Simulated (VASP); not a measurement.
# Yb (Fm-3m) in VASP: notebook, part 2 of 2

VASP 6.6.1. The steps go on from the part before.

## Step 3: Single point, PBE+U, collinear spin, zero start

File INCAR:

```
SYSTEM = Yb
ALGO = Normal
EDIFF = 1E-6
ENCUT = 520
GGA = PE
ISIF = 2
ISMEAR = -1
ISPIN = 2
LASPH = .True.
LCHARG = .False.
LDAU = .True.
LDAUJ = 0
LDAUL = 3
LDAUPRINT = 1
LDAUTYPE = 2
LDAUU = 5.2
LMAXMIX = 6
LORBIT = 11
LREAL = .False.
LWAVE = .False.
MAGMOM = 0
NBANDS = 22
NELM = 150
NUPDOWN = 0.0
PREC = Accurate
SIGMA = 0.1
```

File KPOINTS:

```
k-points
0
Gamma
  10 10 10
  0 0 0
```

File POSCAR:

```
Yb
1.0
    0.0000000000      2.7431000000      2.7431000000
    2.7431000000      0.0000000000      2.7431000000
    2.7431000000      2.7431000000      0.0000000000
Yb
1
Direct
    0.0000000000      0.0000000000      0.0000000000
```

Potentials or basis: VASP PAW PBE potentials, release 64 (Yb).

Started as:

```bash
$ cat potpaw_PBE.64/Yb/POTCAR > POTCAR
$ mpirun -np 1 vasp_std > vasp.out
```

Run time: 4.1 min. Hardware: 1 thread of Intel Xeon 8259CL, shared host; peak memory 0.24 GiB.

It converged, with:

* Free energy: -2.8940 eV
* Pressure: -8.9 GPa
* Net moment: 0.00 μB per cell
* Valence electrons inside the program's atomic spheres: Yb 22.19

Eigenvalues of the final occupation matrices:
```csv
site,spin,trace,eigenvalues
site 1 f,1,6.91,0.98 0.99 0.99 0.99 0.99 0.99 0.99
site 1 f,2,6.91,0.98 0.99 0.99 0.99 0.99 0.99 0.99
```

Caveat: the cell stands under tension; spin-orbit coupling is left out, which moves the levels of the heavy elements; the total moment is fixed, so each spin has its own Fermi level.

## Step 4: Single point, PBE+U, collinear spin, ferromagnetic start

File INCAR:

```
SYSTEM = Yb
PREC = Accurate ; ENCUT = 520
EDIFF = 1E-7 ; ISMEAR = -1
SIGMA = 0.1 ; LREAL = .FALSE.
LASPH = .TRUE. ; NELM = 150
ALGO = Normal ; ISIF = 2
LWAVE = .FALSE. ; LCHARG = .FALSE.
ISPIN = 2 ; MAGMOM = 0.25
LORBIT = 11 ; NUPDOWN = 0.25
LMAXMIX = 6 ; LDAU = .TRUE.
LDAUTYPE = 2 ; LDAUL = 3
LDAUU = 5.2 ; LDAUJ = 0
LDAUPRINT = 1 ; GGA = PE
NBANDS = 22
```

File KPOINTS:

```
regular mesh
0
G
  10 10 10
  0 0 0
```

POSCAR is that of step 3.

Potentials or basis: VASP PAW PBE potentials, release 64 (Yb).

Started as:

```bash
$ cat potpaw_PBE.64/Yb/POTCAR > POTCAR
$ mpirun -np 1 vasp_std > vasp.out
```

OUTCAR:

```text
SYSTEM = Yb
   PREC = Accurate
   ENCUT = 520
   EDIFF = 1E-7
   ISMEAR = -1
   LREAL = .FALSE.
   LASPH = .TRUE.
   NELM = 150
   ISIF = 2
   ISPIN = 2
   LORBIT = 11
   NUPDOWN = 0.25
   GGA = PE

 ion  position               nearest neighbor table
   1  0.000  0.000  0.000-

  LATTYP: Found a face centered cubic cell.
 ALAT       =     5.4862000000

  Lattice vectors:

 A1 = (   0.0000000000,   2.7431000000,   2.7431000000)
 A2 = (   2.7431000000,   0.0000000000,   2.7431000000)
[... 1453 lines left out ...]
  -------------------------------------------------------------------------------------
  Total       -0.0427649     -0.0427649     -0.0427649      0.0000000     -0.0000000      0.0000000
  in kB       -1.6597525     -1.6597525     -1.6597525      0.0000000     -0.0000000      0.0000000
  external PRESSURE =      -1.6597525 kB  Pullay stress =       0.0000000 kB

 VOLUME and BASIS-vectors are now :
 -----------------------------------------------------------------------------
  energy-cutoff  :      520.00
  volume of cell :       41.28
      direct lattice vectors                 reciprocal lattice vectors
     0.000000000  2.743100000  2.743100000    -0.182275528  0.182275528  0.182275528
     2.743100000  0.000000000  2.743100000     0.182275528 -0.182275528  0.182275528
     2.743100000  2.743100000  0.000000000     0.182275528  0.182275528 -0.182275528

 POSITION                                       TOTAL-FORCE (eV/Angst)
 -----------------------------------------------------------------------------------
      0.00000      0.00000      0.00000        -0.000000      0.000000      0.000000
 -----------------------------------------------------------------------------------
    total drift:                               -0.000000     -0.000000      0.000000

  FREE ENERGIE OF THE ION-ELECTRON SYSTEM (eV)
  ---------------------------------------------------
  free  energy   TOTEN  =        -2.8744052396 eV

  energy  without entropy=       -2.8435230426  energy(sigma->0) =       -2.85896414

 total charge

# of ion       s       p       d       f       tot
--------------------------------------------------
    1        2.202   6.009   0.169  13.810  22.190

 magnetization (x)

# of ion       s       p       d       f       tot
--------------------------------------------------
    1        0.001   0.024   0.037  -0.002   0.061
```

OSZICAR:

```text
N       E                     dE             d eps       ncg     rms          rms(c)
DAV:   1     0.135150089845E+03    0.13515E+03   -0.79830E+03  5876   0.735E+03
DAV:   2     0.138244465138E+02   -0.12133E+03   -0.11568E+03  5690   0.777E+02
[... 22 lines left out ...]
DAV:  25    -0.287444580775E+01   -0.36728E-04   -0.36714E-04  7112   0.601E-01    0.282E-01
DAV:  26    -0.287440866785E+01    0.37140E-04   -0.12667E-04  6878   0.380E-01    0.401E-02
DAV:  27    -0.287440742115E+01    0.12467E-05   -0.77203E-06  7546   0.738E-02    0.153E-01
DAV:  28    -0.287440539612E+01    0.20250E-05   -0.57896E-06  6326   0.813E-02    0.527E-02
DAV:  29    -0.287440568557E+01   -0.28945E-06   -0.32285E-06  7352   0.576E-02    0.958E-03
DAV:  30    -0.287440533941E+01    0.34616E-06   -0.67181E-07  6842   0.230E-02    0.189E-02
DAV:  31    -0.287440523959E+01    0.99823E-07   -0.62039E-07  5264   0.282E-02
   1 F= -.28744052E+01 E0= -.28589641E+01  d E =-.308822E-01  mag=     0.2500
```

stdout:

```text
POSCAR found type information on POSCAR Yb
 POSCAR found :  1 types and       1 ions
 scaLAPACK will be used
 LDA part: xc-table for (Slater+PW92), standard interpolation
 POSCAR, INCAR and KPOINTS ok, starting setup
 FFT: planning ... GRIDC
 FFT: planning ... GRID_SOFT
 FFT: planning ... GRID
 WAVECAR not read
 entering main loop
```

Run time: 4 min. Hardware: 1 thread of Intel Xeon 8259CL, shared host; peak memory 0.25 GiB.

What came out:

```
Free energy                                           : -2.8744 eV
Pressure                                              : -0.2 GPa
Net moment                                            : 0.25 μB per cell
Site moments                                          : Yb +0.06 μB
Valence electrons inside the program's atomic spheres : Yb 22.19
```

Eigenvalues of the final occupation matrices:
```
    site  spin  trace                         eigenvalues
site 1 f     1   6.91  0.98 0.99 0.99 0.99 0.99 0.99 0.99
site 1 f     2   6.91  0.98 0.99 0.99 0.99 0.99 0.99 0.99
```

Caveat: spin-orbit coupling is left out, which moves the levels of the heavy elements; the total moment is fixed, so each spin has its own Fermi level and the state may be an excited one. The state reached can hang on the start; a lower one may exist.

## Step 5: Single point, PBE+U, collinear spin, ferromagnetic start

File INCAR:

```
SYSTEM = Yb
ALGO     = Normal         ! electronic algorithm
EDIFF    = 1E-6           ! SCF threshold, eV
ENCUT    = 520            ! plane-wave cutoff, eV
GGA      = PE             ! functional
ISIF     = 2              ! what is computed and relaxed
ISMEAR   = -1             ! smearing method
ISPIN    = 2              ! spin polarisation
LASPH    = .True.         ! aspherical terms in the spheres
LCHARG   = .False.        ! write CHGCAR
LDAU     = .True.         ! DFT+U
LDAUJ    = 0            
LDAUL    = 3              ! shell
LDAUPRINT= 1            
LDAUTYPE = 2            
LDAUU    = 5.2            ! U, eV
LMAXMIX  = 6              ! l up to which the mixer works
LORBIT   = 11             ! projections on sites
LREAL    = .False.        ! projectors in reciprocal space
LWAVE    = .False.        ! write WAVECAR
MAGMOM   = 0.5            ! initial moments
NBANDS   = 22             ! bands
NELM     = 150            ! most SCF steps
NUPDOWN  = 0.5            ! fixed moment
PREC     = Accurate       ! precision mode
SIGMA    = 0.1            ! smearing width, eV
```

File KPOINTS:

```
k-points
0
Gamma
  10 10 10
  0 0 0
```

POSCAR is that of step 4.

Started as:

```bash
$ cat potpaw_PBE.64/Yb/POTCAR > POTCAR
$ mpirun -np 1 vasp_std > vasp.out
```

Wall time 2.9 min (1 thread of Intel Xeon 8259CL, shared host); peak memory 0.24 GiB.

It converged, with:

```
Free energy                                           : -2.8111 eV
Pressure                                              : -0.3 GPa
Net moment                                            : 0.50 μB per cell
Site moments                                          : Yb +0.13 μB
Valence electrons inside the program's atomic spheres : Yb 22.19
```

Eigenvalues of the final occupation matrices:
```
    site  spin  trace                         eigenvalues
site 1 f     1   6.91  0.98 0.99 0.99 0.99 0.99 0.99 0.99
site 1 f     2   6.91  0.98 0.99 0.99 0.99 0.99 0.99 0.99
```

Caveat: spin-orbit coupling is left out, which moves the levels of the heavy elements; the total moment is fixed, so each spin has its own Fermi level and the state may be an excited one. The state reached can hang on the start; a lower one may exist.

## Step 6: Overview

```tsv
spin	fixed moment (μB)	pressure (GPa)	moment (μB)
collinear, ferromagnetic start	-	-0.1	0.00
collinear, zero start	0.0	-8.9	0.00
collinear, ferromagnetic start	0.25	-0.2	0.25
collinear, ferromagnetic start	0.5	-0.3	0.50
```

Alike in all rows: task single point; level PBE+U; potentials or basis VASP PAW PBE potentials, release 64 (Yb); Yb f U = 5.2 eV; cell as given; k mesh 10 × 10 × 10; cutoff (eV) 520; smearing fermi-dirac 0.1 eV.

Caveats: spin-orbit coupling is left out, which moves the levels of the heavy elements; the total moment is fixed, so each spin has its own Fermi level and the state may be an excited one (at least some runs); the cell stands under tension (at least some runs); the total moment is fixed, so each spin has its own Fermi level (at least some runs).

Total energies depend on the potentials used, so only differences within one code and one set of settings carry meaning.
